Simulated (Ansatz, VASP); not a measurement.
Given: the input of a run of Ansatz 0.2.0 on SiC.

File input.yaml:

```yaml
crystal:
  lattice:
    - [3.0318190065, 0.0, 0.0]
    - [-1.5159095032, 2.6256322793, 0.0]
    - [0.0, 0.0, 14.8603212692]
  atoms:
    - { symbol: Si, position: [0.6666666667, 0.3333333333, 0.4583] }
    - { symbol: Si, position: [0.3333333333, 0.6666666667, 0.9583] }
    - { symbol: Si, position: [0.6666666667, 0.3333333333, 0.7917] }
    - { symbol: Si, position: [0.3333333333, 0.6666666667, 0.2917] }
    - { symbol: Si, position: [0.0, 0.0, 0.625] }
    - { symbol: Si, position: [0.0, 0.0, 0.125] }
    - { symbol: C, position: [0.6666666667, 0.3333333333, 0.3333] }
    - { symbol: C, position: [0.3333333333, 0.6666666667, 0.8333] }
    - { symbol: C, position: [0.6666666667, 0.3333333333, 0.6667] }
    - { symbol: C, position: [0.3333333333, 0.6666666667, 0.1667] }
    - { symbol: C, position: [0.0, 0.0, 0.5] }
    - { symbol: C, position: [0.0, 0.0, 0.0] }
hamiltonian:
  xc: pbe
  pseudopotentials: { kind: nc }
kpoints:
  mp_grid: { grid: [10, 10, 2] }
scf:
  occupations: { method: fermi_dirac, width: 0.05 }
output:
  forces: true
  stress: true
  eigenvalues: true
```

Potentials or basis: Ansatz NC.

Launch:

```console
$ ansatz run input.yaml --threads 2 --pin off --max-ram 5120MiB --backend cpu --events-out ev --progress --plain --runs-dir out
```

Question: Set up the same calculation for VASP 6.6.1. Potentials there: VASP PAW PBE potentials, release 64 (Si, C).

Answer: As run (the cutoff follows the program's own potentials):

File INCAR:

```
PREC = Accurate
ENCUT = 520
EDIFF = 1E-6
ISMEAR = -1
SIGMA = 0.05
LREAL = False
LASPH = True
NELM = 100
ALGO = Normal
ISIF = 2
LWAVE = False
LCHARG = False
GGA = PE
NBANDS = 36
```

KPOINTS

```
regular mesh
0
Gamma
  10 10 2
```

The input POSCAR:

```
SiC
1.0
    3.0318190065      0.0000000000      0.0000000000
   -1.5159095032      2.6256322793      0.0000000000
    0.0000000000      0.0000000000     14.8603212692
Si C
6 6
Direct
    0.6666666667      0.3333333333      0.4583000000
    0.3333333333      0.6666666667      0.9583000000
    0.6666666667      0.3333333333      0.7917000000
    0.3333333333      0.6666666667      0.2917000000
    0.0000000000      0.0000000000      0.6250000000
    0.0000000000      0.0000000000      0.1250000000
    0.6666666667      0.3333333333      0.3333000000
    0.3333333333      0.6666666667      0.8333000000
    0.6666666667      0.3333333333      0.6667000000
    0.3333333333      0.6666666667      0.1667000000
    0.0000000000      0.0000000000      0.5000000000
    0.0000000000      0.0000000000      0.0000000000
```

Potentials or basis: VASP PAW PBE potentials, release 64 (Si, C).

The run is started by

```console
$ cat potpaw_PBE.64/Si/POTCAR potpaw_PBE.64/C/POTCAR > POTCAR
$ mpirun -np 1 vasp_std > vasp.out
```

Both were run:

|  | VASP | Ansatz | Ansatz less VASP |
| --- | --- | --- | --- |
| gap on the k mesh at the Fermi level (eV) | 2.01 | 2.00 | -0.007 |
| least direct gap on the mesh (eV) | 3.11 | 3.11 | -0.003 |
| pressure (GPa) | 15.1 | 15.3 | +0.23 |
| traceless stress, the component that is largest in VASP (GPa) | 0.54 | 0.55 | +0.006 |
| rms of the force components (eV/Å) | 0.042 | 0.042 | -0.0003 |

Atom by atom the forces differ by 0.000 eV/Å (rms over components).
